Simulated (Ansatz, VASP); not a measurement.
This is a calculation of NaY3 for Ansatz 0.2.0.

The input input.yaml:

```yaml
crystal:
  lattice:
    - [-2.4192730645, 2.4192730645, 5.4659805784]
    - [2.4192730645, -2.4192730645, 5.4659805784]
    - [2.4192730645, 2.4192730645, -5.4659805784]
  atoms:
    - { symbol: "Y", position: [0.5, 0.5, 0.0] }
    - { symbol: "Y", position: [0.25, 0.75, 0.5] }
    - { symbol: "Y", position: [0.75, 0.25, 0.5] }
    - { symbol: Na, position: [0.0, 0.0, 0.0] }
hamiltonian:
  xc: pbe
  pseudopotentials: { kind: paw }
kpoints:
  mp_grid: { grid: [8, 8, 8] }
scf:
  occupations: { method: fermi_dirac, width: 0.05 }
output:
  forces: true
  stress: true
  eigenvalues: true
```

Potentials or basis: Ansatz PAW.

Run with:

```bash
$ ansatz run input.yaml --threads 2 --pin off --max-ram 5120MiB --backend cpu --events-out ev --progress --plain --runs-dir out
```

Problem. Translate it to VASP 6.6.1. Potentials there: VASP PAW PBE potentials, release 64 (Y_sv, Na_pv).

Solution. As run (the cutoff follows the program's own potentials):

Contents of INCAR:

```
PREC = Accurate
ENCUT = 520
EDIFF = 1E-6
ISMEAR = -1
SIGMA = 0.05
LREAL = F
LASPH = T
NELM = 80
ALGO = Fast
ISIF = 2
LWAVE = F
LCHARG = T
GGA = PE
LELF = T
LVHAR = T
NBANDS = 28
```

File KPOINTS:

```
Automatic mesh
0
Gamma
  8 8 8
```

File POSCAR:

```
NaY3
1.0
   -2.4192730645      2.4192730645      5.4659805784
    2.4192730645     -2.4192730645      5.4659805784
    2.4192730645      2.4192730645     -5.4659805784
Y Na
3 1
Direct
    0.5000000000      0.5000000000      0.0000000000
    0.2500000000      0.7500000000      0.5000000000
    0.7500000000      0.2500000000      0.5000000000
    0.0000000000      0.0000000000      0.0000000000
```

Potentials or basis: VASP PAW PBE potentials, release 64 (Y_sv, Na_pv).

Command:

```bash
$ cat potpaw_PBE.64/Y_sv/POTCAR potpaw_PBE.64/Na_pv/POTCAR > POTCAR
$ mpirun -np 1 vasp_std > vasp.out
```

Both were run:

|  | VASP | Ansatz | Ansatz less VASP |
| --- | --- | --- | --- |
| gap on the k mesh at the Fermi level (eV) | none | none | - |
| pressure (GPa) | 0.4 | 0.5 | +0.06 |
| traceless stress, the component that is largest in VASP (GPa) | -0.29 | -0.27 | +0.022 |

A gap of «none» marks a metal or a gap that the smearing closes. VASP's potentials hold 40 valence electrons a cell and Ansatz's 42, so a difference there can come from the potentials and not from the codes.
